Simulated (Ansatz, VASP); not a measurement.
**One calculation of Te, two programs**

```xyz
1
Lattice="2.3059 1.3313 1.6910 -2.3059 1.3313 1.6910 0.0000 -2.6626 1.6910" Properties=species:S:1:pos:R:3 pbc="T T T"
Te    0.0000    0.0000    2.5364
```

Alike in both runs: task single point; functional PBE0; k mesh 5 × 5 × 5; occupations fermi-dirac, width 0.05 eV; non-collinear spin, spin-orbit coupling.

```csv
,VASP,Ansatz
version,VASP 6.6.1,Ansatz 0.2.0
potentials or method,"VASP PAW PBE potentials, release 64 (Te)",Ansatz PAW
plane-wave cutoff (eV),400,420
valence electrons in the cell,6,16
```

```tsv
	VASP	Ansatz	Ansatz less VASP
pressure (GPa)	-0.6	0.1	+0.71
traceless stress, the component that is largest in VASP (GPa)	1.40	1.44	+0.044
net moment per atom (μB)	0.03	0.00	-0.034
```

VASP's potentials hold 6 valence electrons a cell and Ansatz's 16, so a difference there can come from the potentials and not from the codes.

The k mesh is coarse, so the values compare programs but aren't converged.
